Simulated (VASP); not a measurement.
# AgCl (Fm-3m) in VASP: settings compared

AgCl is run at these levels: HSE06, PBE0; tasks: single point.

Everything below comes from runs of VASP 6.6.1. Logs are shortened: lines on timing, memory, paths and dates and some standing lists are left out, and cuts for length are marked.

## 1. The cell of the first run

Symmetry: Fm-3m, No. 225, cubic system. The conventional cell has a = 5.470 Å, b = 5.470 Å, c = 5.470 Å, α = 90.00°, β = 90.00°, γ = 90.00°. Ag (site symmetry m-3m) has 6 Cl at 2.73 Å within 3.6 Å. Within 3.6 Å of Cl (site symmetry m-3m) lie 6 Ag at 2.73 Å.

## 2. Single point, HSE06

Contents of POSCAR:

```
AgCl
1.0
    0.0000000000      2.7350000000      2.7350000000
    2.7350000000      0.0000000000      2.7350000000
    2.7350000000      2.7350000000      0.0000000000
Ag Cl
1 1
Direct
    0.0000000000      0.0000000000      0.0000000000
    0.5000000000      0.5000000000      0.5000000000
```

Contents of INCAR.step1:

```
SYSTEM = AgCl
  PREC = Accurate
  ENCUT = 520
  EDIFF = 1E-5
  ISMEAR = -1
  SIGMA = 0.05
  LREAL = .False.
  LASPH = .True.
  NELM = 100
  ALGO = Normal
  ISIF = 2
  LWAVE = .True.
  GGA = PE
  NBANDS = 16
```

Contents of INCAR.step2:

```
SYSTEM = AgCl
  PREC = Accurate
  ENCUT = 520
  EDIFF = 1E-6
  ISMEAR = -1
  SIGMA = 0.05
  LREAL = .False.
  LASPH = .True.
  NELM = 100
  ALGO = Normal
  ISIF = 2
  LWAVE = .False.
  LCHARG = .True.
  GGA = PE
  LHFCALC = .True.
  HFSCREEN = 0.2079
  PRECFOCK = Normal
  LELF = .True.
  LVHAR = .True.
  ISTART = 1
  NBANDS = 16
```

Contents of KPOINTS:

```
regular mesh
0
Gamma
  5 5 5
  0 0 0
```

Potentials or basis: VASP PAW PBE potentials, release 64 (Ag, Cl).

The run is started by

```sh
> cat potpaw_PBE.64/Ag/POTCAR potpaw_PBE.64/Cl/POTCAR > POTCAR
> cp INCAR.step1 INCAR
> mpirun -np 1 vasp_std > vasp.out
> cp INCAR.step2 INCAR
> mpirun -np 1 vasp_std > vasp.out
```

OUTCAR:

```text
SYSTEM = AgCl
   PREC = Accurate
   ENCUT = 520
   EDIFF = 1E-6
   ISMEAR = -1
   LREAL = .False.
   LASPH = .True.
   NELM = 100
   ISIF = 2
   GGA = PE
   LHFCALC = .True.
   HFSCREEN = 0.2079
   PRECFOCK = Normal
   ISTART = 1

 ion  position               nearest neighbor table
   1  0.000  0.000  0.000-   2 2.73   2 2.73   2 2.73   2 2.73   2 2.73   2 2.73
   2  0.500  0.500  0.500-   1 2.73   1 2.73   1 2.73   1 2.73   1 2.73   1 2.73

  LATTYP: Found a face centered cubic cell.
 ALAT       =     5.4700000000

  Lattice vectors:

 A1 = (   0.0000000000,   2.7350000000,   2.7350000000)
 A2 = (   2.7350000000,   0.0000000000,   2.7350000000)
 A3 = (   2.7350000000,   2.7350000000,   0.0000000000)

Analysis of symmetry for initial positions (statically):
=====================================================================
 Subroutine PRICEL returns:
 Original cell was already a primitive cell.

 Routine SETGRP: Setting up the symmetry group for a
 face centered cubic supercell.

 Subroutine GETGRP returns: Found 48 space group operations
 (whereof 48 operations were pure point group operations)
 out of a pool of 48 trial point group operations.

The static configuration has the point symmetry O_h .

Analysis of symmetry for dynamics (positions and initial velocities):
=====================================================================
 Subroutine PRICEL returns:
 Original cell was already a primitive cell.

 Routine SETGRP: Setting up the symmetry group for a
 face centered cubic supercell.

 Subroutine GETGRP returns: Found 48 space group operations
 (whereof 48 operations were pure point group operations)
 out of a pool of 48 trial point group operations.

The dynamic configuration has the point symmetry O_h .

 Subroutine INISYM returns: Found 48 space group operations
 (whereof 48 operations are pure point group operations),
 and found     1 'primitive' translations

----------------------------------------------------------------------------------------

                                     Primitive cell

  volume of cell :      40.9168

  direct lattice vectors                    reciprocal lattice vectors
     0.000000000  2.735000000  2.735000000    -0.182815356  0.182815356  0.182815356
     2.735000000  0.000000000  2.735000000     0.182815356 -0.182815356  0.182815356
     2.735000000  2.735000000  0.000000000     0.182815356  0.182815356 -0.182815356

  length of vectors
     3.867874093  3.867874093  3.867874093     0.316645486  0.316645486  0.316645486

  position of ions in fractional coordinates (direct lattice)
     0.000000000  0.000000000  0.000000000
     0.500000000  0.500000000  0.500000000

  ion indices of the primitive-cell ions
   primitive index   ion index
                 1           1
                 2           2

----------------------------------------------------------------------------------------

 KPOINTS: regular mesh

Automatic generation of k-mesh.
 Grid dimensions read from file:
 generate k-points for:    5    5    5

 Generating k-lattice:

  Cartesian coordinates                     Fractional coordinates (reciprocal lattice)
    -0.036563071  0.036563071  0.036563071     0.200000000  0.000000000  0.000000000
     0.036563071 -0.036563071  0.036563071     0.000000000  0.200000000  0.000000000
     0.036563071  0.036563071 -0.036563071     0.000000000  0.000000000  0.200000000

  Length of vectors
     0.063329097  0.063329097  0.063329097

  Shift w.r.t. Gamma in fractional coordinates (k-lattice)
     0.000000000  0.000000000  0.000000000

 Subroutine IBZKPT returns following result:
 ===========================================

 Found     10 irreducible k-points:

 Following reciprocal coordinates:
            Coordinates               Weight
  0.000000  0.000000  0.000000      1.000000
  0.200000  0.000000  0.000000      8.000000
  0.400000  0.000000  0.000000      8.000000
  0.200000  0.200000  0.000000      6.000000
  0.400000  0.200000  0.000000     24.000000
 -0.400000  0.200000  0.000000     24.000000
 -0.200000  0.200000  0.000000     12.000000
  0.400000  0.400000  0.000000      6.000000
 -0.400000  0.400000  0.000000     12.000000
 -0.400000  0.400000  0.200000     24.000000
   k-points           NKPTS =     10   k-points in BZ     NKDIM =    125   number of bands    NBANDS=     16
   number of dos      NEDOS =    301   number of ions     NIONS =      2
   total plane-waves  NPLWV =  27000
   dimension x,y,z NGX =    30 NGY =   30 NGZ =   30
   dimension x,y,z NGXF=    60 NGYF=   60 NGZF=   60
   ions per type =               1   1
   NGX,Y,Z   is equivalent  to a cutoff of  12.89, 12.89, 12.89 a.u.
   NGXF,Y,Z  is equivalent  to a cutoff of  25.79, 25.79, 25.79 a.u.
 SYSTEM =  AgCl
   PREC   = accura    normal or accurate (medium, high low for compatibility)
   ISTART =      1    job   : 0-new  1-cont  2-samecut
   ICHARG =      0    charge: 1-file 2-atom 10-const
   ISPIN  =      1    spin polarized calculation?
   LNONCOLLINEAR =      F non collinear calculations
   LSORBIT =      F    spin-orbit coupling
   LASPH  =      T    aspherical Exc in radial PAW
   ENCUT  =  520.0 eV  38.22 Ry    6.18 a.u.   7.19  7.19  7.19*2*pi/ulx,y,z
   NELM   =    100;   NELMIN=  2; NELMDL=  0     # of ELM steps
   EDIFF  = 0.1E-05   stopping-criterion for ELM
   LREAL  =      F    real-space projection
   EDIFFG = 0.1E-04   stopping-criterion for IOM
   NSW    =      0    number of steps for IOM
   IBRION =     -1    ionic relax: 0-MD 1-quasi-New 2-CG
   NFREE  =      0    steps in history (QN), initial steepest desc. (CG)
   ISIF   =      2    stress and relaxation
   ISYM   =      3    0-nonsym 1-usesym 2-fastsym
   POTIM  = 0.5000    time-step for ionic-motion
   TEBEG  =    0.0;   TEEND  =   0.0 temperature during run
   PSTRESS=    0.0 pullay stress
   NELECT =      18.0000    total number of electrons
   NUPDOWN=      -1.0000    fix difference up-down
   EMIN   =  10.00;   EMAX   =-10.00  energy-range for DOS
   EFERMI =   0.00;   METHOD = LEGACY
   ISMEAR =    -1;   SIGMA  =   0.05  broadening in eV -4-tet -1-fermi 0-gaus
   EFERMI_NEDOS =   21; number of points for ismear=-14 and -15
   IALGO  =     38    algorithm
   IMIX   =      1    mixing-type and parameters
     AMIX     =   0.40;   BMIX     =  1.00
     AMIX_MAG =   1.60;   BMIX_MAG =  1.00
  volume/ion in A,a.u.               =      20.46       138.06
  Fermi-wavevector in a.u.,A,eV,Ry     =   1.245083  2.352866 21.092186  1.550232
  Thomas-Fermi vector in A             =   2.379321
   LORBIT       =      0    0 simple, 1 ext, 2 COOP (PROOUT), +10 PAW based schemes
   GGA     = PE    functional components
   LHFCALC =     T    Hartree Fock is set to
   PRECFOCK=normal    Normal, Fast or Accurate (Low or Medium for compatibility)
   ENCUT4O =  -1.0   cutoff for four orbital integrals eV
   NKREDX  =     1    reduce k-point grid by
   NKREDY  =     1    reduce k-point grid by
   NKREDZ  =     1    reduce k-point grid by
   AEXX    =    0.2500 exact exchange contribution
   HFSCREEN=    0.2079 screening length (either q_TF or 0.3 A-1)
   HFSCREENC=   0.2079 screening length for correlation (either q_TF or 0.3 A-1)
   ENCUTFOCK=  -1.0 apply spherical cutoff to Coloumb kernel
   IVDW    =     0    specifies the selected vdW correction
   LEPSILON=     F    determine dielectric tensor
   LRPA    =     F    only Hartree local field effects (RPA)
 non-spin polarized calculation
  energy-cutoff  :      520.00
  volume of cell :       40.92
 maximum number of plane-waves:      1114
 NGX is ok and might be reduce to    30
  NGX = 24; NGY = 24; NGZ = 24

 number of electron      18.0000002 magnetization

 Free energy of the ion-electron system (eV)
  ---------------------------------------------------
  ext. energy  EPLUGINS =         0.00000000
  ---------------------------------------------------
  free energy    TOTEN  =        -6.61059980 eV

  energy without entropy =       -6.61059980  energy(sigma->0) =       -6.61059980

 E-fermi :   4.3847     XC(G=0):  -8.3851

 val. band max:        3.1721149218   @ k =   0.4000   0.0000   0.0000
 cond. band min:       5.7146384342   @ k =   0.0000   0.0000   0.0000
 fundamental gap:      2.5425235124
 Fermi energy:         4.3846987523

 k-point     1 :       0.0000    0.0000    0.0000
  band No.  band energies     occupation
      1     -13.2547      2.00000
      2       0.3115      2.00000
      3       0.3115      2.00000
      4       0.3115      2.00000
      5       0.3125      2.00000
      6       0.3125      2.00000
[... 8 lines left out ...]
     15      18.9213      0.00000
     16      18.9213      0.00000

 k-point     2 :       0.2000    0.0000    0.0000
  band No.  band energies     occupation
      1     -13.0811      2.00000
      2      -0.8086      2.00000
      3      -0.6816      2.00000
      4      -0.6816      2.00000
      5       0.4468      2.00000
      6       0.4468      2.00000
[... 8 lines left out ...]
     15      17.1509      0.00000
     16      17.8580      0.00000

 k-point     3 :       0.4000    0.0000    0.0000
  band No.  band energies     occupation
      1     -12.7752      2.00000
      2      -2.2294      2.00000
      3      -1.3785      2.00000
      4      -1.3785      2.00000
      5       0.6760      2.00000
      6       0.6760      2.00000
[... 8 lines left out ...]
     15      18.4551      0.00000
     16      18.4551      0.00000

 k-point     4 :       0.2000    0.2000    0.0000
  band No.  band energies     occupation
      1     -13.0398      2.00000
      2      -1.4222      2.00000
      3      -0.0573      2.00000
      4      -0.0573      2.00000
      5       0.1882      2.00000
      6       0.3831      2.00000
[... 8 lines left out ...]
     15      19.4510      0.00000
     16      20.6343      0.00000
[... 58 lines left out ...]
 k-point     8 :       0.4000    0.4000    0.0000
  band No.  band energies     occupation
      1     -12.7491      2.00000
      2      -1.6252      2.00000
      3      -0.0309      2.00000
      4      -0.0309      2.00000
      5      -0.0082      2.00000
      6       0.4991      2.00000
[... 8 lines left out ...]
     15      20.6505      0.00000
     16      21.2133      0.00000

 k-point     9 :      -0.4000    0.4000    0.0000
  band No.  band energies     occupation
      1     -12.6835      2.00000
      2      -1.3117      2.00000
      3      -1.0634      2.00000
      4      -0.8115      2.00000
      5       0.4144      2.00000
      6       0.8086      2.00000
[... 8 lines left out ...]
     15      19.2345      0.00000
     16      21.0980      0.00000

 k-point    10 :      -0.4000    0.4000    0.2000
  band No.  band energies     occupation
      1     -12.6900      2.00000
      2      -1.6318      2.00000
      3      -1.2480      2.00000
      4      -0.9088      2.00000
      5       0.6734      2.00000
      6       0.7268      2.00000
[... 8 lines left out ...]
     15      19.1123      0.00000
     16      21.2645      0.00000

------------------------ aborting loop because EDIFF is reached ----------------------------------------

  FORCE on cell =-STRESS in cart. coord.  units (eV):
  Direction    XX          YY          ZZ          XY          YZ          ZX
  --------------------------------------------------------------------------------------
  -------------------------------------------------------------------------------------
  Total        0.8847856      0.8847856      0.8847856      0.0000000      0.0000000     -0.0000000
  in kB       34.6454829     34.6454829     34.6454829      0.0000000      0.0000000     -0.0000000
  external PRESSURE =      34.6454829 kB  Pullay stress =       0.0000000 kB

 VOLUME and BASIS-vectors are now :
 -----------------------------------------------------------------------------
  energy-cutoff  :      520.00
  volume of cell :       40.92
      direct lattice vectors                 reciprocal lattice vectors
     0.000000000  2.735000000  2.735000000    -0.182815356  0.182815356  0.182815356
     2.735000000  0.000000000  2.735000000     0.182815356 -0.182815356  0.182815356
     2.735000000  2.735000000  0.000000000     0.182815356  0.182815356 -0.182815356

 POSITION                                       TOTAL-FORCE (eV/Angst)
 -----------------------------------------------------------------------------------
      0.00000      0.00000      0.00000         0.000000     -0.000000      0.000000
      2.73500      2.73500      2.73500        -0.000000      0.000000     -0.000000
 -----------------------------------------------------------------------------------
    total drift:                                0.000008      0.000003      0.000001

  FREE ENERGIE OF THE ION-ELECTRON SYSTEM (eV)
  ---------------------------------------------------
  free  energy   TOTEN  =        -6.6105997981 eV

  energy  without entropy=       -6.6105997981  energy(sigma->0) =       -6.61059980
```

Wall time 9.3 min (1 thread of Intel Xeon Platinum 8488C (Sapphire Rapids), shared host); peak memory 0.28 GiB.

What came out:

| Property | Result |
| --- | --- |
| Free energy | -6.6106 eV |
| Pressure | 3.5 GPa |
| Band gap on the k mesh | 2.54 eV (least direct gap 4.81 eV) |

Levels at points of the mesh, in eV from the valence-band top:
```
           k point  band 6  band 7  band 8  band 9  band 10  band 11  band 12  band 13
(0.00, 0.00, 0.00)   -2.86   -2.26   -2.26   -2.26     2.54    12.59    12.59    12.59
```

Caveat: the cell stands under pressure; the PAW data sets were made with another functional, which shifts forces and pressure a little; an odd mesh through Γ misses points on the zone boundary, where band edges can lie.

## 3. Single point, PBE0

POSCAR is that of step 2.

Contents of INCAR.step1:

```
SYSTEM = AgCl
PREC = Accurate
ENCUT = 520
EDIFF = 1E-5
ISMEAR = -1
SIGMA = 0.05
LREAL = .False.
LASPH = .True.
NELM = 60
ALGO = Normal
ISIF = 2
LWAVE = .True.
LCHARG = .False.
GGA = PE
NBANDS = 16
```

Contents of INCAR.step2:

```
SYSTEM = AgCl
PREC = Accurate
ENCUT = 520
EDIFF = 1E-7
ISMEAR = -1
SIGMA = 0.05
LREAL = .False.
LASPH = .True.
NELM = 60
ALGO = Normal
ISIF = 2
LWAVE = .False.
LCHARG = .False.
GGA = PE
LHFCALC = .True.
AEXX = 0.25
PRECFOCK = Normal
ISTART = 1
NBANDS = 16
```

Contents of KPOINTS:

```
Automatic mesh
0
Gamma
  5 5 5
  0 0 0
```

Potentials or basis: VASP PAW PBE potentials, release 64 (Ag, Cl).

The run is started by

```sh
> cat potpaw_PBE.64/Ag/POTCAR potpaw_PBE.64/Cl/POTCAR > POTCAR
> cp INCAR.step1 INCAR
> mpirun -np 1 vasp_std > vasp.out
> cp INCAR.step2 INCAR
> mpirun -np 1 vasp_std > vasp.out
```

It took 13 min on 1 thread of Intel Xeon Platinum 8488C (Sapphire Rapids), shared host; peak memory 0.18 GiB.

Results (log left out):

```yaml
Free_energy: -7.1827 eV
Pressure: 3.3 GPa
Band_gap_on_the_k_mesh: 3.26 eV (least direct gap 5.53 eV)
```

Levels at points of the mesh, in eV from the valence-band top:
```tsv
k point	band 7	band 8	band 9	band 10	band 11	band 12
(0.00, 0.00, 0.00)	-2.27	-2.27	-2.27	3.26	13.37	13.37
```

Caveat: the cell stands under pressure; the PAW data sets were made with another functional, which shifts forces and pressure a little; an odd mesh through Γ misses points on the zone boundary, where band edges can lie.
